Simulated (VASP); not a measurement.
# HClF2 (P4mm) in VASP: single point with PBE+D3(BJ)

Aim: the single point of HClF2 with PBE+D3(BJ).

Program: VASP 6.6.1. These are calculated values, not measurements. Logs are shortened: lines on timing, memory, paths and dates and some standing lists are left out, and cuts for length are marked.

### Step 1. The cell of the first run

The structure is tetragonal, space group P4mm (No. 99). The conventional cell has a = 4.185 Å, b = 4.185 Å, c = 3.826 Å, α = 90.00°, β = 90.00°, γ = 90.00°. Within 2.8 Å of H (site symmetry 4mm) lie 4 F at 2.09 Å. Cl (site symmetry 4mm) has 4 F at 2.09 Å within 2.8 Å. Within 2.8 Å of F (site symmetry 2mm) lie 2 H at 2.09 Å and 2 Cl at 2.09 Å.

The cell was generated, and may not be a known phase.

### Step 2. Single point, PBE+D3(BJ), collinear spin

The input, INCAR:

```
ALGO     = Normal         # electronic algorithm
EDIFF    = 1E-7           # SCF threshold, eV
ENCUT    = 520            # plane-wave cutoff, eV
GGA      = PE             # functional
ISIF     = 2              # what is computed and relaxed
ISMEAR   = 0              # smearing method
ISPIN    = 2              # spin polarisation
IVDW     = 12             # dispersion correction
LASPH    = T              # aspherical terms in the spheres
LCHARG   = F              # write CHGCAR
LORBIT   = 11             # projections on sites
LREAL    = F              # projectors in reciprocal space
LWAVE    = F              # write WAVECAR
MAGMOM   = 0 0 1 1        # initial moments
NBANDS   = 23             # bands
NELM     = 150            # most SCF steps
PREC     = Accurate       # precision mode
SIGMA    = 0.1            # smearing width, eV
```

The input, KPOINTS:

```
k-points
0
Gamma
  4 4 4
```

The input, POSCAR:

```
HClF2
1.0
    4.1854075196      0.0000000000      0.0000000000
    0.0000000000      4.1854075196      0.0000000000
    0.0000000000      0.0000000000      3.8255950630
H Cl F
1 1 2
Direct
    0.5000000000      0.5000000000      0.5242156068
    0.0000000000      0.0000000000      0.5121687433
    0.5000000000      0.0000000000      0.5204216850
    0.0000000000      0.5000000000      0.5204216850
```

Potentials or basis: VASP PAW PBE potentials, release 64 (H, Cl, F).

On the command line:

```
$ cat potpaw_PBE.64/H/POTCAR potpaw_PBE.64/Cl/POTCAR potpaw_PBE.64/F/POTCAR > POTCAR
$ mpirun -np 1 vasp_std > vasp.out
```

OUTCAR:

```text
EDIFF = 1E-7
   ENCUT = 520
   GGA = PE
   ISIF = 2
   ISMEAR = 0
   ISPIN = 2
   IVDW = 12
   LASPH = T
   LORBIT = 11
   LREAL = F
   NELM = 150
   PREC = Accurate
 IVDW          = 12

 ion  position               nearest neighbor table
   1  0.500  0.500  0.524-
   2  0.000  0.000  0.512-   3 2.09   4 2.09   4 2.09   3 2.09
   3  0.500  0.000  0.520-   2 2.09   2 2.09
   4  0.000  0.500  0.520-   2 2.09   2 2.09

  LATTYP: Found a simple tetragonal cell.
 ALAT       =     4.1854075196
 C/A-ratio  =     0.9140316791

  Lattice vectors:

 A1 = (   4.1854075196,   0.0000000000,   0.0000000000)
 A2 = (   0.0000000000,   4.1854075196,   0.0000000000)
 A3 = (   0.0000000000,   0.0000000000,   3.8255950630)

Analysis of symmetry for initial positions (statically):
=====================================================================
 Subroutine PRICEL returns:
 Original cell was already a primitive cell.

 Routine SETGRP: Setting up the symmetry group for a
 simple tetragonal supercell.

 Subroutine GETGRP returns: Found  8 space group operations
 (whereof  8 operations were pure point group operations)
 out of a pool of 16 trial point group operations.

The static configuration has the point symmetry C_4v.

Analysis of symmetry for dynamics (positions and initial velocities):
=====================================================================
 Subroutine PRICEL returns:
 Original cell was already a primitive cell.

 Routine SETGRP: Setting up the symmetry group for a
 simple tetragonal supercell.

 Subroutine GETGRP returns: Found  8 space group operations
 (whereof  8 operations were pure point group operations)
 out of a pool of 16 trial point group operations.

The dynamic configuration has the point symmetry C_4v.

Analysis of structural, dynamic, and magnetic symmetry:
=====================================================================
 Subroutine PRICEL returns:
 Original cell was already a primitive cell.

 Routine SETGRP: Setting up the symmetry group for a
 simple tetragonal supercell.

 Subroutine GETGRP returns: Found  8 space group operations
 (whereof  8 operations were pure point group operations)
 out of a pool of 16 trial point group operations.
[... 119 lines left out ...]
  volume/ion in A,a.u.               =      16.75       113.06
  Fermi-wavevector in a.u.,A,eV,Ry     =   1.129339  2.134141 17.352952  1.275406
  Thomas-Fermi vector in A             =   2.266032
   LORBIT       =     11    0 simple, 1 ext, 2 COOP (PROOUT), +10 PAW based schemes
   GGA     = PE    functional components
   LHFCALC =     F    Hartree Fock is set to
   AEXX    =    0.0000 exact exchange contribution
   IVDW    =    12    specifies the selected vdW correction
   LEPSILON=     F    determine dielectric tensor
   LRPA    =     F    only Hartree local field effects (RPA)
 spin polarized calculation
 Gauss-broadening in eV      SIGMA  =   0.10
  energy-cutoff  :      520.00
  volume of cell :       67.02
 maximum number of plane-waves:      1832
 NGX is ok and might be reduce to    32
   NGX = 15   NGY = 15   NGZ = 15

 number of electron      21.9999995 magnetization       0.9999501

 Free energy of the ion-electron system (eV)
  ---------------------------------------------------
  ext. energy  EPLUGINS =         0.00000000
  ---------------------------------------------------
  free energy    TOTEN  =        -7.49628819 eV

  energy without entropy =       -7.48282801  energy(sigma->0) =       -7.48955810

 E-fermi :  -1.2376     XC(G=0):  -7.4938

 val. band max:       -1.2638092683   @ k =   0.5000   0.0000   0.0000
 cond. band min:      -1.1788775427   @ k =   0.5000   0.0000   0.2500
 fundamental gap:      0.0849317255
 Fermi energy:        -1.2375932955

 spin component 1

 k-point     1 :       0.0000    0.0000    0.0000
  band No.  band energies     occupation
      1     -24.6000      1.00000
      2     -23.9119      1.00000
      3     -15.9638      1.00000
      4      -9.0344      1.00000
      5      -9.0344      1.00000
      6      -5.8157      1.00000
[... 457 lines left out ...]
     22      17.0828      0.00000
     23      17.0828      0.00000
 Fermi energy:        -1.2375932955

 spin component 2

 k-point     1 :       0.0000    0.0000    0.0000
  band No.  band energies     occupation
      1     -24.4060      1.00000
      2     -23.7319      1.00000
      3     -15.6242      1.00000
      4      -8.7189      1.00000
      5      -8.7189      1.00000
      6      -5.7133      1.00000
[... 457 lines left out ...]
     22      17.1935      0.00000
     23      17.1935      0.00000

------------------------ aborting loop because EDIFF is reached ----------------------------------------

 Edisp (eV)   -0.24292

 E8    (eV) :    -0.0630

  FORCE on cell =-STRESS in cart. coord.  units (eV):
  Direction    XX          YY          ZZ          XY          YZ          ZX
  --------------------------------------------------------------------------------------
  -------------------------------------------------------------------------------------
  Total       0.02042     0.02042    -0.25118     0.00000    -0.00000     0.00000
  in kB       0.48816     0.48816    -6.00515     0.00000    -0.00000     0.00000
  external pressure =       -1.68 kB  Pullay stress =        0.00 kB

 VOLUME and BASIS-vectors are now :
 -----------------------------------------------------------------------------
  energy-cutoff  :      520.00
  volume of cell :       67.02
      direct lattice vectors                 reciprocal lattice vectors
     4.185407520  0.000000000  0.000000000     0.238925360  0.000000000  0.000000000
     0.000000000  4.185407520  0.000000000     0.000000000  0.238925360  0.000000000
     0.000000000  0.000000000  3.825595063     0.000000000  0.000000000  0.261397242

 POSITION                                       TOTAL-FORCE (eV/Angst)
 -----------------------------------------------------------------------------------
      2.09270      2.09270      2.00544         0.000000     -0.000000     -0.005903
      0.00000      0.00000      1.95935         0.000000      0.000000      0.018591
      2.09270      0.00000      1.99092         0.000000      0.000000     -0.006344
      0.00000      2.09270      1.99092         0.000000      0.000000     -0.006344
 -----------------------------------------------------------------------------------
    total drift:                                0.000000      0.000000     -0.000848

  FREE ENERGIE OF THE ION-ELECTRON SYSTEM (eV)
  ---------------------------------------------------
  free  energy   TOTEN  =        -7.7392105999 eV

  energy  without entropy=       -7.7257504188  energy(sigma->0) =       -7.73248051

 total charge

# of ion       s       p       d       tot
------------------------------------------
    1        0.296   0.003   0.000   0.299
    2        1.671   3.107   0.000   4.778
    3        1.768   4.169   0.000   5.937
    4        1.768   4.169   0.000   5.937
--------------------------------------------------
tot          5.502  11.449   0.000  16.951

 magnetization (x)

# of ion       s       p       d       tot
------------------------------------------
    1        0.242   0.001   0.000   0.242
    2        0.009   0.231   0.000   0.240
    3        0.008   0.080   0.000   0.087
    4        0.008   0.080   0.000   0.087
--------------------------------------------------
tot          0.266   0.391   0.000   0.657
```

OSZICAR:

```text
N       E                     dE             d eps       ncg     rms          rms(c)
DAV:   1     0.128284004698E+03    0.12828E+03   -0.11110E+04  1656   0.856E+02
DAV:   2    -0.488282153376E+00   -0.12877E+03   -0.12392E+03  2181   0.207E+02
DAV:   3    -0.784791251999E+01   -0.73596E+01   -0.72469E+01  2069   0.474E+01
[... 13 lines left out ...]
DAV:  17    -0.749628133543E+01   -0.41003E-03   -0.61487E-04  1747   0.105E-01    0.356E-02
DAV:  18    -0.749626096513E+01    0.20370E-04   -0.15154E-04  1936   0.521E-02    0.218E-02
DAV:  19    -0.749625953951E+01    0.14256E-05   -0.61260E-06  1775   0.137E-02    0.134E-02
DAV:  20    -0.749628778209E+01   -0.28243E-04   -0.45268E-05  1866   0.282E-02    0.410E-03
DAV:  21    -0.749628823159E+01   -0.44949E-06   -0.25225E-06  1950   0.714E-03    0.170E-03
DAV:  22    -0.749628819364E+01    0.37951E-07   -0.63328E-08  1652   0.145E-03
   1 F= -.77392106E+01 E0= -.77324805E+01  d E =-.134602E-01  mag=     1.0000
```

Wall time 57 s (1 thread of Oxide Virtual Turin-like, shared host); peak memory 0.18 GiB.

Results:

| Item | Value |
| --- | --- |
| Free energy | -7.7392 eV |
| Pressure | -0.2 GPa |
| Largest force | 0.019 eV/Å |
| Net moment | 1.00 μB per cell |
| Site moments | H +0.24; Cl +0.24; F +0.09 μB |
| Valence electrons inside the program's atomic spheres | H 0.30; Cl 4.78; F 5.94 |
| Dispersion energy per atom | -0.061 eV |

Forces in eV/Å, atoms in the order of the input:
```
H    0.000  0.000 -0.006
Cl   0.000  0.000  0.019
F    0.000  0.000 -0.006
F    0.000  0.000 -0.006
```

Stress tensor (GPa, compression positive):
```
 0.05  0.00  0.00
 0.00  0.05  0.00
 0.00  0.00 -0.60
```

Levels at points of the mesh, in eV from the Fermi level:
Spin up:
```csv
k point,band 9,band 10,band 11,band 12,band 13,band 14,band 15,band 16
"(0.00, 0.00, 0.00)",-3.35,-1.64,-1.21,1.55,1.55,6.66,11.51,13.11
"(0.50, 0.00, 0.00)",-3.59,-2.01,-1.66,-0.03,1.39,7.56,9.52,11.31
"(0.50, 0.50, 0.00)",-3.32,-2.60,-2.60,-2.42,0.89,9.23,9.89,9.89
"(0.00, 0.00, 0.50)",-3.49,-1.62,-1.37,1.59,1.59,7.73,10.29,10.29
"(0.50, 0.00, 0.50)",-3.83,-2.12,-1.95,0.15,1.44,7.39,10.97,11.03
"(0.50, 0.50, 0.50)",-3.31,-3.16,-2.51,-2.51,1.04,8.26,9.87,9.87
```
Spin down:
```
           k point  band 7  band 8  band 9  band 10  band 11  band 12  band 13  band 14
(0.00, 0.00, 0.00)   -3.72   -3.72   -3.26    -1.08     1.47     1.99     1.99     7.07
(0.50, 0.00, 0.00)   -3.99   -3.74   -3.50    -1.58    -1.53     1.83     2.80     7.60
(0.50, 0.50, 0.00)   -3.49   -3.24   -3.04    -2.28    -2.21    -2.21     3.72     9.29
(0.00, 0.00, 0.50)   -3.70   -3.70   -3.41    -1.50     2.04     2.04     2.06     8.03
(0.50, 0.00, 0.50)   -3.96   -3.75   -3.73    -2.01    -1.51     1.88     3.24     7.72
(0.50, 0.50, 0.50)   -3.72   -3.23   -3.18    -2.93    -2.10    -2.10     4.10     8.84
```

Caveat: the k points lie up to 0.41 Å⁻¹ apart.
